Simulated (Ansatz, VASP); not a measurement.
**AlH2 in VASP and in Ansatz**

INCAR

```
SYSTEM = AlH2
PREC = Accurate ; ENCUT = 910
EDIFF = 1E-7 ; ISMEAR = 0
SIGMA = 0.1 ; LREAL = .FALSE.
LASPH = .TRUE. ; NELM = 120
ALGO = Normal ; ISIF = 3
LWAVE = .FALSE. ; LCHARG = .FALSE.
GGA = PE ; IBRION = 2
NSW = 90 ; EDIFFG = -0.04
GGA_COMPAT = .FALSE. ; NELMIN = 4
```

File KPOINTS:

```
regular mesh
0
G
  6 6 6
  0 0 0
```

The input POSCAR:

```
AlH2
1.0
    3.1372985900      0.0000000000      0.0000000000
   -1.5686493000      2.7169802800      0.0000000000
    0.0000000000      0.0000000000      3.6866398400
Al H
1 2
Direct
    0.6666666700      0.3333333300      0.0000000000
    0.3333333300      0.6666666700      0.1725413700
    0.3333333300      0.6666666700      0.8274586300
```

Input for Ansatz:

```yaml
crystal:
  lattice:
    - [3.13729859, 0.0, 0.0]
    - [-1.5686493, 2.71698028, 0.0]
    - [0.0, 0.0, 3.68663984]
  atoms:
    - { symbol: Al, position: [0.66666667, 0.33333333, 0.0] }
    - { symbol: H, position: [0.33333333, 0.66666667, 0.17254137] }
    - { symbol: H, position: [0.33333333, 0.66666667, 0.82745863] }
basis:
  ecutwfc: 420
kpoints:
  mp_grid: { grid: [6, 6, 6] }
hamiltonian:
  xc: pbe
scf:
  occupations: { method: gaussian, width: 0.1 }
  lower_state_search: "off"
output:
  forces: true
  stress: true
  eigenvalues: true
relax:
  adjacent_minimum: "off"
  f_tol: 0.04
  max_steps: 70
  cell: { stress_tol: 0.4 }
```

Alike in both runs: task relaxation of cell and atoms; functional PBE; k mesh 6 × 6 × 6; occupations gaussian, width 0.1 eV; no spin polarisation.

|  | VASP | Ansatz |
| --- | --- | --- |
| version | VASP 6.6.1 | Ansatz 0.2.0 |
| potentials or method | VASP PAW PBE potentials, release 64 (Al, H_h), cutoff 910 eV | scalar-relativistic, plane waves, PAW |
| valence electrons in the cell | 5 | 5 |

Ansatz gave:

- gap on the k mesh at the Fermi level, each at its own relaxed structure (eV): none
- relaxed volume (Å³/atom): 10.53
- relaxed cell length with the largest relative difference (Å): 4.876

Which values does VASP return?

gap on the k mesh at the Fermi level, each at its own relaxed structure (eV): none; relaxed volume (Å³/atom): 8.72; relaxed cell length with the largest relative difference (Å): 3.947.

A gap of «none» marks a metal or a gap that the smearing closes. One of these differences is far larger than is usual between the two programs; its cause wasn't traced.

The k mesh is coarse, so the values compare programs but aren't converged. Noted on VASP's run: the volume moved by over 15 % at a fixed basis, so the end points are rough.
